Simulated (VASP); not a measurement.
# CoSi (P1) in VASP: single point with PBEsol

Aim: the single point of CoSi with PBEsol.

Everything below comes from runs of VASP 6.6.1. Logs are shortened: lines on timing, memory, paths and dates and some standing lists are left out, and cuts for length are marked.

**1. The cell of the first run**

The typed cell holds 8 atoms: a = 4.386 Å, b = 4.386 Å, c = 4.386 Å, α = 90.00°, β = 90.00°, γ = 90.00°.

**2. Single point, PBEsol (atoms moved at random)**

INCAR

```
PREC = Accurate
ENCUT = 520
EDIFF = 1E-6
ISMEAR = 0
SIGMA = 0.15
LREAL = False
LASPH = True
NELM = 100
ALGO = Fast
ISIF = 2
LWAVE = False
LCHARG = True
GGA = PS
LELF = True
LVHAR = True
NBANDS = 36
```

KPOINTS

```
regular mesh
0
Gamma
  10 10 10
```

POSCAR

```
CoSi
1.0
    4.3858255225      0.0000000000      0.0000000000
    0.0000000000      4.3858255225      0.0000000000
    0.0000000000      0.0000000000      4.3858255225
Co Si
4 4
Direct
    0.1556841175      0.1622557500      0.1659627702
    0.3608616156      0.8580441682      0.6356942352
    0.6469316446      0.3442458035      0.8549421642
    0.8313634601      0.6165460012      0.3539266317
    0.8533564505      0.8265777654      0.8249403084
    0.6388632454      0.1747742153      0.3533690406
    0.3503067416      0.6672939807      0.1481310150
    0.1626327247      0.3502623157      0.6630338348
```

Potentials or basis: VASP PAW PBE potentials, release 64 (Co, Si).

On the command line:

```bash
cat potpaw_PBE.64/Co/POTCAR potpaw_PBE.64/Si/POTCAR > POTCAR
mpirun -np 1 vasp_std > vasp.out
```

OUTCAR:

```text
PREC = Accurate
   ENCUT = 520
   EDIFF = 1E-6
   ISMEAR = 0
   LREAL = False
   LASPH = True
   NELM = 100
   ISIF = 2
   GGA = PS

 ion  position               nearest neighbor table
   1  0.156  0.162  0.166-   6 2.27   8 2.33   7 2.33   8 2.36   7 2.38   6 2.41   5 2.48   4 2.58
                             2 2.61   3 2.67   3 2.73   2 2.83   4 2.90
   2  0.361  0.858  0.636-   6 2.22   7 2.30   5 2.32   8 2.33   5 2.38   8 2.39   7 2.40   1 2.61
                             4 2.63   3 2.65   3 2.75   1 2.83   4 2.84
   3  0.647  0.344  0.855-   8 2.28   5 2.30   6 2.31   7 2.31   6 2.32   8 2.41   5 2.45   4 2.62
                             4 2.63   2 2.65   1 2.67   1 2.73   2 2.75
   4  0.831  0.617  0.354-   6 2.11   5 2.26   8 2.30   7 2.31   7 2.46   5 2.50   1 2.58   6 2.59
                             3 2.62   2 2.63   3 2.63   2 2.84   1 2.90
   5  0.853  0.827  0.825-   4 2.26   3 2.30   2 2.32   2 2.38   3 2.45   1 2.48   4 2.50   8 2.59
                             7 2.69   7 2.71   6 2.74   8 2.76   6 2.93
   6  0.639  0.175  0.353-   4 2.11   2 2.22   1 2.27   3 2.31   3 2.32   1 2.41   4 2.59   8 2.61
                             7 2.66   7 2.71   5 2.74   8 2.78   5 2.93
   7  0.350  0.667  0.148-   2 2.30   4 2.31   3 2.31   1 2.33   1 2.38   2 2.40   4 2.46   6 2.66
                             8 2.67   5 2.69   5 2.71   6 2.71   8 2.78
   8  0.163  0.350  0.663-   3 2.28   4 2.30   2 2.33   1 2.33   1 2.36   2 2.39   3 2.41   5 2.59
                             6 2.61   7 2.67   5 2.76   7 2.78   6 2.78

  LATTYP: Found a simple cubic cell.
 ALAT       =     4.3858255225

  Lattice vectors:

 A1 = (   4.3858255225,   0.0000000000,   0.0000000000)
 A2 = (   0.0000000000,   4.3858255225,   0.0000000000)
 A3 = (   0.0000000000,   0.0000000000,   4.3858255225)

Analysis of symmetry for initial positions (statically):
=====================================================================
 Subroutine PRICEL returns:
 Original cell was already a primitive cell.

 Routine SETGRP: Setting up the symmetry group for a
 simple cubic supercell.

 Subroutine GETGRP returns: Found  1 space group operations
 (whereof  1 operations were pure point group operations)
 out of a pool of 48 trial point group operations.

The static configuration has the point symmetry C_1 .

Analysis of symmetry for dynamics (positions and initial velocities):
=====================================================================
 Subroutine PRICEL returns:
 Original cell was already a primitive cell.

 Routine SETGRP: Setting up the symmetry group for a
 simple cubic supercell.

 Subroutine GETGRP returns: Found  1 space group operations
 (whereof  1 operations were pure point group operations)
 out of a pool of 48 trial point group operations.

The dynamic configuration has the point symmetry C_1 .

 Subroutine INISYM returns: Found  1 space group operations
 (whereof  1 operations are pure point group operations),
 and found     1 'primitive' translations

----------------------------------------------------------------------------------------

                                     Primitive cell

  volume of cell :      84.3634

  direct lattice vectors                    reciprocal lattice vectors
     4.385825523  0.000000000  0.000000000     0.228007246  0.000000000  0.000000000
     0.000000000  4.385825523  0.000000000     0.000000000  0.228007246  0.000000000
     0.000000000  0.000000000  4.385825523     0.000000000  0.000000000  0.228007246

  length of vectors
     4.385825523  4.385825523  4.385825523     0.228007246  0.228007246  0.228007246

  position of ions in fractional coordinates (direct lattice)
     0.155684118  0.162255750  0.165962770
     0.360861616  0.858044168  0.635694235
     0.646931645  0.344245804  0.854942164
     0.831363460  0.616546001  0.353926632
     0.853356451  0.826577765  0.824940308
     0.638863245  0.174774215  0.353369041
     0.350306742  0.667293981  0.148131015
     0.162632725  0.350262316  0.663033835

  ion indices of the primitive-cell ions
   primitive index   ion index
                 1           1
                 2           2
                 3           3
                 4           4
                 5           5
                 6           6
                 7           7
                 8           8

----------------------------------------------------------------------------------------

 KPOINTS: regular mesh

Automatic generation of k-mesh.
 Grid dimensions read from file:
 generate k-points for:   10   10   10

 Generating k-lattice:

  Cartesian coordinates                     Fractional coordinates (reciprocal lattice)
     0.022800725  0.000000000  0.000000000     0.100000000  0.000000000  0.000000000
     0.000000000  0.022800725  0.000000000     0.000000000  0.100000000  0.000000000
     0.000000000  0.000000000  0.022800725     0.000000000  0.000000000  0.100000000

  Length of vectors
     0.022800725  0.022800725  0.022800725

  Shift w.r.t. Gamma in fractional coordinates (k-lattice)
     0.000000000  0.000000000  0.000000000

 Subroutine IBZKPT returns following result:
 ===========================================

 Found    504 irreducible k-points:

 Following reciprocal coordinates:
            Coordinates               Weight
  0.000000  0.000000  0.000000      1.000000
  0.100000  0.000000  0.000000      2.000000
  0.000000  0.100000  0.000000      2.000000
  0.000000  0.000000  0.100000      2.000000
  0.200000  0.000000  0.000000      2.000000
  0.000000  0.200000  0.000000      2.000000
[... 16 lines left out ...]
  0.200000  0.100000  0.000000      2.000000
  0.000000  0.200000  0.100000      2.000000
 [... further k-points ...]
   k-points           NKPTS =    504   k-points in BZ     NKDIM =    504   number of bands    NBANDS=     36
   number of dos      NEDOS =    301   number of ions     NIONS =      8
   total plane-waves  NPLWV =  46656
   dimension x,y,z NGX =    36 NGY =   36 NGZ =   36
   dimension x,y,z NGXF=    72 NGYF=   72 NGZF=   72
   ions per type =               4   4
   NGX,Y,Z   is equivalent  to a cutoff of  13.65, 13.65, 13.65 a.u.
   NGXF,Y,Z  is equivalent  to a cutoff of  27.29, 27.29, 27.29 a.u.
 SYSTEM =  unknown system
   PREC   = accura    normal or accurate (medium, high low for compatibility)
   ISTART =      0    job   : 0-new  1-cont  2-samecut
   ICHARG =      2    charge: 1-file 2-atom 10-const
   ISPIN  =      1    spin polarized calculation?
   LNONCOLLINEAR =      F non collinear calculations
   LSORBIT =      F    spin-orbit coupling
   LASPH  =      T    aspherical Exc in radial PAW
   ENCUT  =  520.0 eV  38.22 Ry    6.18 a.u.   8.15  8.15  8.15*2*pi/ulx,y,z
   NELM   =    100;   NELMIN=  2; NELMDL= -5     # of ELM steps
   EDIFF  = 0.1E-05   stopping-criterion for ELM
   LREAL  =      F    real-space projection
   EDIFFG = 0.1E-04   stopping-criterion for IOM
   NSW    =      0    number of steps for IOM
   IBRION =     -1    ionic relax: 0-MD 1-quasi-New 2-CG
   NFREE  =      0    steps in history (QN), initial steepest desc. (CG)
   ISIF   =      2    stress and relaxation
   ISYM   =      2    0-nonsym 1-usesym 2-fastsym
   POTIM  = 0.5000    time-step for ionic-motion
   TEBEG  =    0.0;   TEEND  =   0.0 temperature during run
   PSTRESS=    0.0 pullay stress
   NELECT =      52.0000    total number of electrons
   NUPDOWN=      -1.0000    fix difference up-down
   EMIN   =  10.00;   EMAX   =-10.00  energy-range for DOS
   EFERMI =   0.00;   METHOD = LEGACY
   ISMEAR =     0;   SIGMA  =   0.15  broadening in eV -4-tet -1-fermi 0-gaus
   EFERMI_NEDOS =   21; number of points for ismear=-14 and -15
   IALGO  =     68    algorithm
   IMIX   =      4    mixing-type and parameters
     AMIX     =   0.40;   BMIX     =  1.00
     AMIX_MAG =   1.60;   BMIX_MAG =  1.00
  volume/ion in A,a.u.               =      10.55        71.16
  Fermi-wavevector in a.u.,A,eV,Ry     =   1.393236  2.632834 26.410347  1.941106
  Thomas-Fermi vector in A             =   2.516901
   LORBIT       =      0    0 simple, 1 ext, 2 COOP (PROOUT), +10 PAW based schemes
   GGA     = PS    functional components
   LHFCALC =     F    Hartree Fock is set to
   AEXX    =    0.0000 exact exchange contribution
   IVDW    =     0    specifies the selected vdW correction
   LEPSILON=     F    determine dielectric tensor
   LRPA    =     F    only Hartree local field effects (RPA)
 non-spin polarized calculation
 RMM-DIIS sequential band-by-band and
 Gauss-broadening in eV      SIGMA  =   0.15
  energy-cutoff  :      520.00
  volume of cell :       84.36
 maximum number of plane-waves:      2301
 NGX is ok and might be reduce to    36
   NGX = 17   NGY = 17   NGZ = 17

 number of electron      52.0000000 magnetization

 Free energy of the ion-electron system (eV)
  ---------------------------------------------------
  ext. energy  EPLUGINS =         0.00000000
  ---------------------------------------------------
  free energy    TOTEN  =       -59.27148047 eV

  energy without entropy =      -59.25500835  energy(sigma->0) =      -59.26324441

 E-fermi :  12.4885     XC(G=0): -13.1199

 val. band max:       12.4883019520   @ k =   0.5000   0.5000   0.4000
 cond. band min:      12.4963829937   @ k =  -0.4000   0.4000   0.4000
 fundamental gap:      0.0080810418
 Fermi energy:        12.4884835037

 k-point     1 :       0.0000    0.0000    0.0000
  band No.  band energies     occupation
      1      -1.4756      2.00000
      2       3.8916      2.00000
      3       4.1894      2.00000
      4       4.3156      2.00000
      5       6.6123      2.00000
      6       6.8325      2.00000
[... 28 lines left out ...]
     35      16.2812      0.00000
     36      17.2689      0.00000

 k-point     2 :       0.1000    0.0000    0.0000
  band No.  band energies     occupation
      1      -1.3995      2.00000
      2       3.4932      2.00000
      3       4.1333      2.00000
      4       4.6632      2.00000
      5       6.3618      2.00000
      6       6.9389      2.00000
[... 850 lines left out ...]
 k-point    24 :       0.0000    0.2000    0.1000
  band No.  band energies     occupation
      1      -1.0981      2.00000
      2       2.7684      2.00000
      3       3.9804      2.00000
      4       5.1470      2.00000
      5       6.1738      2.00000
      6       6.9631      2.00000
[... 28 lines left out ...]
     35      17.2226      0.00000
     36      17.6916      0.00000

 [... further k-points ...]

------------------------ aborting loop because EDIFF is reached ----------------------------------------

  FORCE on cell =-STRESS in cart. coord.  units (eV):
  Direction    XX          YY          ZZ          XY          YZ          ZX
  --------------------------------------------------------------------------------------
  -------------------------------------------------------------------------------------
  Total        1.2654866      2.4845009      1.4154999      0.8256788      0.3513928      0.5982643
  in kB       24.0333375     47.1841006     26.8822961     15.6807792      6.6734336     11.3618639
  external PRESSURE =      32.6999114 kB  Pullay stress =       0.0000000 kB

 VOLUME and BASIS-vectors are now :
 -----------------------------------------------------------------------------
  energy-cutoff  :      520.00
  volume of cell :       84.36
      direct lattice vectors                 reciprocal lattice vectors
     4.385825523  0.000000000  0.000000000     0.228007246  0.000000000  0.000000000
     0.000000000  4.385825523  0.000000000     0.000000000  0.228007246  0.000000000
     0.000000000  0.000000000  4.385825523     0.000000000  0.000000000  0.228007246

 POSITION                                       TOTAL-FORCE (eV/Angst)
 -----------------------------------------------------------------------------------
      0.68280      0.71163      0.72788        -1.040145     -0.848932     -1.173323
      1.58268      3.76323      2.78804        -0.453735     -0.481914      0.718258
      2.83733      1.50980      3.74963         0.176903      0.152420      0.192115
      3.64622      2.70406      1.55226         1.684255      2.207776     -0.336430
      3.74267      3.62523      3.61804        -0.048091      0.904362      1.005748
      2.80194      0.76653      1.54981         0.645999     -1.520642     -0.614269
      1.53638      2.92663      0.64968        -0.644260     -0.044546      0.147014
      0.71328      1.53619      2.90795        -0.320925     -0.368525      0.060886
 -----------------------------------------------------------------------------------
    total drift:                                0.000036      0.000190      0.000392

  FREE ENERGIE OF THE ION-ELECTRON SYSTEM (eV)
  ---------------------------------------------------
  free  energy   TOTEN  =       -59.2714804718 eV

  energy  without entropy=      -59.2550083450  energy(sigma->0) =      -59.26324441
```

Wall time 61 min (1 thread of Oxide Virtual Turin-like, shared host); peak memory 1.1 GiB.

Results:

| Item | Value |
| --- | --- |
| Free energy | -59.2715 eV |
| Pressure | 3.3 GPa |
| Largest force | 2.797 eV/Å |
| Band gap on the k mesh | zero (bands 26 and 27 overlap by 0.28 eV) |

Forces on the atoms (eV/Å):
```
Co  -1.040 -0.849 -1.173
Co  -0.454 -0.482  0.718
Co   0.177  0.152  0.192
Co   1.684  2.208 -0.336
Si  -0.048  0.904  1.006
Si   0.646 -1.521 -0.614
Si  -0.644 -0.045  0.147
Si  -0.321 -0.369  0.061
```

Levels at points of the mesh, in eV from the Fermi level:
```csv
k point,band 22,band 23,band 24,band 25,band 26,band 27,band 28,band 29,band 30,band 31
"(0.00, 0.00, 0.00)",-1.00,-0.86,-0.74,-0.12,-0.07,0.02,2.39,2.56,2.76,2.96
"(0.50, 0.00, 0.00)",-1.09,-0.80,-0.65,-0.55,-0.46,0.86,1.11,1.47,1.63,4.11
"(0.00, 0.50, 0.00)",-1.07,-0.83,-0.69,-0.56,-0.46,0.90,1.21,1.43,1.71,4.04
"(0.00, 0.00, 0.50)",-1.01,-0.81,-0.64,-0.56,-0.48,0.79,1.12,1.42,1.68,4.07
"(0.50, 0.50, 0.00)",-1.45,-1.11,-1.00,-0.29,0.00,0.57,0.73,1.97,2.16,2.54
"(0.00, 0.50, 0.50)",-1.45,-1.12,-1.01,-0.25,0.01,0.56,0.65,2.04,2.11,2.58
"(0.50, 0.00, 0.50)",-1.41,-1.10,-0.95,-0.23,-0.03,0.60,0.68,1.99,2.03,2.54
"(0.50, 0.50, 0.50)",-1.23,-1.20,-1.11,-0.39,-0.31,-0.27,-0.11,5.22,5.36,5.52
```

Caveat: the cell differs from its parent crystal (atoms moved at random); the cell stands under pressure; the PAW data sets were made with another functional, which shifts forces and pressure a little.
